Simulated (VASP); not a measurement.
# Si3N (Pm-3m) in VASP: relaxation of cell and atoms with PBE

Aim: the relaxation of cell and atoms of Si3N with PBE.

Program: VASP 6.6.1. These are calculated values, not measurements. Logs are shortened: lines on timing, memory, paths and dates and some standing lists are left out, and cuts for length are marked.

### 1 The cell of the first run

The structure is cubic, space group Pm-3m (No. 221). The conventional cell has a = 3.698 Å, b = 3.698 Å, c = 3.698 Å, α = 90.00°, β = 90.00°, γ = 90.00°. Si (site symmetry 4/mmm) has 8 Si at 2.61 Å and 4 N at 2.61 Å within 3.4 Å. N (site symmetry m-3m) has 12 Si at 2.61 Å within 3.4 Å.

### 2 Relaxation of cell and atoms, PBE

Input file INCAR:

```
SYSTEM = Si3N
  ALGO = Normal
  EDIFF = 1E-6
  EDIFFG = -0.01
  ENCUT = 600
  GGA = PE
  IBRION = 2
  ISIF = 3
  ISMEAR = 0
  LASPH = .TRUE.
  LCHARG = .FALSE.
  LREAL = .FALSE.
  LWAVE = .FALSE.
  NELM = 80
  NSW = 100
  PREC = Accurate
  SIGMA = 0.1
```

Input file KPOINTS:

```
k-points
0
G
  12 12 12
  0 0 0
```

Input file POSCAR:

```
Si3N
1.0
    3.6975029066      0.0000000000      0.0000000000
    0.0000000000      3.6975029066      0.0000000000
    0.0000000000      0.0000000000      3.6975029066
Si N
3 1
Direct
    0.0000000000      0.5000000000      0.5000000000
    0.5000000000      0.0000000000      0.5000000000
    0.5000000000      0.5000000000      0.0000000000
    0.0000000000      0.0000000000      0.0000000000
```

Potentials or basis: VASP PAW PBE potentials, release 64 (Si, N).

Launch:

```bash
$ cat potpaw_PBE.64/Si/POTCAR potpaw_PBE.64/N/POTCAR > POTCAR
$ mpirun -np 1 vasp_std > vasp.out
```

OUTCAR:

```text
SYSTEM = Si3N
   EDIFF = 1E-6
   EDIFFG = -0.01
   ENCUT = 600
   GGA = PE
   IBRION = 2
   ISIF = 3
   ISMEAR = 0
   LASPH = .TRUE.
   LREAL = .FALSE.
   NELM = 80
   NSW = 100
   PREC = Accurate

 ion  position               nearest neighbor table
   1  0.000  0.500  0.500-   2 2.61   3 2.61   3 2.61   2 2.61   2 2.61   3 2.61   3 2.61   2 2.61

   2  0.500  0.000  0.500-   1 2.61   3 2.61   3 2.61   1 2.61   3 2.61   3 2.61   1 2.61   1 2.61

   3  0.500  0.500  0.000-   1 2.61   2 2.61   1 2.61   2 2.61   2 2.61   2 2.61   1 2.61   1 2.61

   4  0.000  0.000  0.000-

  LATTYP: Found a simple cubic cell.
 ALAT       =     3.6975029066

  Lattice vectors:

 A1 = (   3.6975029066,   0.0000000000,   0.0000000000)
 A2 = (   0.0000000000,   3.6975029066,   0.0000000000)
 A3 = (   0.0000000000,   0.0000000000,   3.6975029066)

Analysis of symmetry for initial positions (statically):
=====================================================================
 Subroutine PRICEL returns:
 Original cell was already a primitive cell.

 Routine SETGRP: Setting up the symmetry group for a
 simple cubic supercell.

 Subroutine GETGRP returns: Found 48 space group operations
 (whereof 48 operations were pure point group operations)
 out of a pool of 48 trial point group operations.

The static configuration has the point symmetry O_h .

Analysis of symmetry for dynamics (positions and initial velocities):
=====================================================================
 Subroutine PRICEL returns:
 Original cell was already a primitive cell.

 Routine SETGRP: Setting up the symmetry group for a
 simple cubic supercell.

 Subroutine GETGRP returns: Found 48 space group operations
 (whereof 48 operations were pure point group operations)
 out of a pool of 48 trial point group operations.

The dynamic configuration has the point symmetry O_h .

 Subroutine INISYM returns: Found 48 space group operations
 (whereof 48 operations are pure point group operations),
 and found     1 'primitive' translations

----------------------------------------------------------------------------------------

                                     Primitive cell

  volume of cell :      50.5505

  direct lattice vectors                    reciprocal lattice vectors
     3.697502907  0.000000000  0.000000000     0.270452796  0.000000000  0.000000000
     0.000000000  3.697502907  0.000000000     0.000000000  0.270452796  0.000000000
     0.000000000  0.000000000  3.697502907     0.000000000  0.000000000  0.270452796

  length of vectors
     3.697502907  3.697502907  3.697502907     0.270452796  0.270452796  0.270452796

  position of ions in fractional coordinates (direct lattice)
     0.000000000  0.500000000  0.500000000
     0.500000000  0.000000000  0.500000000
     0.500000000  0.500000000  0.000000000
     0.000000000  0.000000000  0.000000000

  ion indices of the primitive-cell ions
   primitive index   ion index
                 1           1
                 2           2
                 3           3
                 4           4

----------------------------------------------------------------------------------------

 KPOINTS: k-points

Automatic generation of k-mesh.
 Grid dimensions read from file:
 generate k-points for:   12   12   12

 Generating k-lattice:

  Cartesian coordinates                     Fractional coordinates (reciprocal lattice)
     0.022537733  0.000000000  0.000000000     0.083333333  0.000000000  0.000000000
     0.000000000  0.022537733  0.000000000     0.000000000  0.083333333  0.000000000
     0.000000000  0.000000000  0.022537733     0.000000000  0.000000000  0.083333333
[... 69 lines left out ...]
   NUPDOWN=      -1.0000    fix difference up-down
   EMIN   =  10.00;   EMAX   =-10.00  energy-range for DOS
   EFERMI =   0.00;   METHOD = LEGACY
   ISMEAR =     0;   SIGMA  =   0.10  broadening in eV -4-tet -1-fermi 0-gaus
   EFERMI_NEDOS =   21; number of points for ismear=-14 and -15
   IALGO  =     38    algorithm
   IMIX   =      4    mixing-type and parameters
     AMIX     =   0.40;   BMIX     =  1.00
     AMIX_MAG =   1.60;   BMIX_MAG =  1.00
  volume/ion in A,a.u.               =      12.64        85.28
  Fermi-wavevector in a.u.,A,eV,Ry     =   1.138455  2.151368 17.634242  1.296080
  Thomas-Fermi vector in A             =   2.275160
   LORBIT       =      0    0 simple, 1 ext, 2 COOP (PROOUT), +10 PAW based schemes
   GGA     = PE    functional components
   LHFCALC =     F    Hartree Fock is set to
   AEXX    =    0.0000 exact exchange contribution
   IVDW    =     0    specifies the selected vdW correction
   LEPSILON=     F    determine dielectric tensor
   LRPA    =     F    only Hartree local field effects (RPA)
 conjugate gradient relaxation of ions
 non-spin polarized calculation
 Gauss-broadening in eV      SIGMA  =   0.10
  energy-cutoff  :      600.00
  volume of cell :       50.55
 maximum number of plane-waves:      1743
 NGX is ok and might be reduce to    30
   NGX = 15   NGY = 15   NGZ = 15

--------------------------------------- Ionic step        1  -------------------------------------------

 number of electron      17.0000000 magnetization

 Free energy of the ion-electron system (eV)
  ---------------------------------------------------
  ext. energy  EPLUGINS =         0.00000000
  ---------------------------------------------------
  free energy    TOTEN  =       -19.91975204 eV

  energy without entropy =      -19.91342125  energy(sigma->0) =      -19.91658665

------------------------ aborting loop because EDIFF is reached ----------------------------------------

  FORCE on cell =-STRESS in cart. coord.  units (eV):
  Direction    XX          YY          ZZ          XY          YZ          ZX
  --------------------------------------------------------------------------------------
  -------------------------------------------------------------------------------------
  Total       -0.0532102     -0.0532102     -0.0532102     -0.0000000     -0.0000000      0.0000000
  in kB       -1.6864741     -1.6864741     -1.6864741     -0.0000000     -0.0000000      0.0000000
  external PRESSURE =      -1.6864741 kB  Pullay stress =       0.0000000 kB

 VOLUME and BASIS-vectors are now :
 -----------------------------------------------------------------------------
  energy-cutoff  :      600.00
  volume of cell :       50.55
      direct lattice vectors                 reciprocal lattice vectors
     3.697502907  0.000000000  0.000000000     0.270452796  0.000000000  0.000000000
     0.000000000  3.697502907  0.000000000     0.000000000  0.270452796  0.000000000
     0.000000000  0.000000000  3.697502907     0.000000000  0.000000000  0.270452796

 POSITION                                       TOTAL-FORCE (eV/Angst)
 -----------------------------------------------------------------------------------
      0.00000      1.84875      1.84875         0.000000      0.000000      0.000000
      1.84875      0.00000      1.84875         0.000000      0.000000      0.000000
      1.84875      1.84875      0.00000         0.000000      0.000000      0.000000
      0.00000      0.00000      0.00000         0.000000      0.000000      0.000000
 -----------------------------------------------------------------------------------
    total drift:                                0.000000     -0.000000     -0.000000

  FREE ENERGIE OF THE ION-ELECTRON SYSTEM (eV)
  ---------------------------------------------------
  free  energy   TOTEN  =       -19.9197520438 eV

  energy  without entropy=      -19.9134212538  energy(sigma->0) =      -19.91658665

--------------------------------------- Ionic step        2  -------------------------------------------

 number of electron      17.0000000 magnetization

 Free energy of the ion-electron system (eV)
  ---------------------------------------------------
  ext. energy  EPLUGINS =         0.00000000
  ---------------------------------------------------
  free energy    TOTEN  =       -19.91979474 eV

  energy without entropy =      -19.91346641  energy(sigma->0) =      -19.91663057

 E-fermi :   9.5431     XC(G=0): -11.3934

 val. band max:        9.5372194482   @ k =   0.5000   0.3333   0.0000
 cond. band min:       9.5952663895   @ k =   0.5000   0.3333   0.2500
 fundamental gap:      0.0580469413
 Fermi energy:         9.5430711412

 k-point     1 :       0.0000    0.0000    0.0000
  band No.  band energies     occupation
      1      -6.5757      2.00000
      2      -0.6157      2.00000
      3       4.0217      2.00000
      4       4.0217      2.00000
      5       4.0217      2.00000
      6       6.1148      2.00000
      7       6.1148      2.00000
      8       9.9336      0.00000
      9       9.9336      0.00000
     10       9.9336      0.00000
     11      13.0913      0.00000
     12      14.0834      0.00000
[... 331 lines left out ...]
 k-point    24 :       0.4167    0.3333    0.0000
  band No.  band energies     occupation
      1      -4.8494      2.00000
      2      -1.6285      2.00000
      3       0.4298      2.00000
      4       2.0850      2.00000
      5       6.0653      2.00000
      6       6.2555      2.00000
      7       8.1159      2.00000
      8       8.4855      2.00000
      9       9.3933      1.96582
     10      10.4172      0.00000
     11      11.0983      0.00000
     12      11.7687      0.00000

 [... further k-points ...]
[... 5 lines left out ...]
  --------------------------------------------------------------------------------------
  -------------------------------------------------------------------------------------
  Total        0.0104796      0.0104796      0.0104796     -0.0000000     -0.0000000      0.0000000
  in kB        0.3327869      0.3327869      0.3327869     -0.0000000     -0.0000000      0.0000000
  external PRESSURE =       0.3327869 kB  Pullay stress =       0.0000000 kB

 VOLUME and BASIS-vectors are now :
 -----------------------------------------------------------------------------
  energy-cutoff  :      600.00
  volume of cell :       50.45
      direct lattice vectors                 reciprocal lattice vectors
     3.695130034 -0.000000000  0.000000000     0.270626471  0.000000000  0.000000000
    -0.000000000  3.695130034  0.000000000     0.000000000  0.270626471  0.000000000
    -0.000000000 -0.000000000  3.695130034    -0.000000000 -0.000000000  0.270626471

 POSITION                                       TOTAL-FORCE (eV/Angst)
 -----------------------------------------------------------------------------------
     -0.00000      1.84757      1.84757         0.000000      0.000000      0.000000
      1.84757     -0.00000      1.84757         0.000000      0.000000      0.000000
      1.84757      1.84757      0.00000         0.000000      0.000000      0.000000
      0.00000      0.00000      0.00000        -0.000000     -0.000000      0.000000
 -----------------------------------------------------------------------------------
    total drift:                                0.000000     -0.000000     -0.000000

  FREE ENERGIE OF THE ION-ELECTRON SYSTEM (eV)
  ---------------------------------------------------
  free  energy   TOTEN  =       -19.9197947374 eV

  energy  without entropy=      -19.9134664059  energy(sigma->0) =      -19.91663057

 reached required accuracy - stopping structural energy minimisation
```

It took 2 min on 1 thread of Intel Xeon 8259CL, shared host; peak memory 0.2 GiB.

Results:

| Property | Result |
| --- | --- |
| Free energy | -19.9198 eV |
| Relaxed volume | 12.61 Å³/atom |
| Relaxed cell | a = 3.695 Å, b = 3.695 Å, c = 3.695 Å, α = 90.00°, β = 90.00°, γ = 90.00° |
| Space group after relaxing (to 0.1 Å) | Pm-3m (No. 221) |
| Energy gained by relaxing | 0.0 meV/atom |
| Ionic steps | 2 |
| Pressure after relaxing | 0.0 GPa |
| Band gap on the k mesh | zero (an odd number of electrons rules out a gap without spin polarisation) |

Final structure:
```cif
data_structure
_symmetry_space_group_name_H-M 'P 1'
_symmetry_Int_Tables_number 1
_cell_length_a 3.6951
_cell_length_b 3.6951
_cell_length_c 3.6951
_cell_angle_alpha 90.000
_cell_angle_beta 90.000
_cell_angle_gamma 90.000
_cell_volume 50.45
loop_
_atom_site_label
_atom_site_type_symbol
_atom_site_fract_x
_atom_site_fract_y
_atom_site_fract_z
_atom_site_occupancy
Si1 Si 0.00000 0.50000 0.50000 1
Si2 Si 0.50000 0.00000 0.50000 1
Si3 Si 0.50000 0.50000 0.00000 1
N1 N 0.00000 0.00000 0.00000 1
```

The gap in the log of VASP goes by the Fermi energy; the results here count the filled bands.